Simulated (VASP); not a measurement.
Here is a VASP 6.6.1 calculation.

The input INCAR:

```
SYSTEM = Mg
PREC = Accurate ; ENCUT = 520
EDIFF = 1E-7 ; ISMEAR = -1
SIGMA = 0.05 ; LREAL = .FALSE.
LASPH = .TRUE. ; NELM = 100
ALGO = Normal ; ISIF = 2
LWAVE = .FALSE. ; LCHARG = .FALSE.
GGA = PE ; IVDW = 12
NBANDS = 9
```

KPOINTS

```
Automatic mesh
0
G
  10 10 5
  0 0 0
```

POSCAR

```
Mg
1.0
    3.2093000000      0.0000000000      0.0000000000
   -1.6046500000      2.7793353284      0.0000000000
    0.0000000000      0.0000000000      5.2103000000
Mg
2
Direct
    0.6666666667      0.3333333333      0.7500000000
    0.3333333333      0.6666666667      0.2500000000
```

Potentials or basis: VASP PAW PBE potentials, release 64 (Mg).

The run is started by

```sh
$ cat potpaw_PBE.64/Mg/POTCAR > POTCAR
$ mpirun -np 1 vasp_std > vasp.out
```

What does it give for the pressure?

-2.4 GPa.

Estimate the dispersion energy per atom.

-0.280 eV.

What does it give for the band gap on the k mesh?

Zero (band 2 reaches 3.23 eV, above the bottom of band 3 at 1.33 eV).

Stress tensor (GPa, compression positive):
```
-2.80  0.00  0.00
 0.00 -2.80  0.00
 0.00  0.00 -1.64
```

Caveat: pairwise dispersion overbinds metals, which lowers pressure and volume.
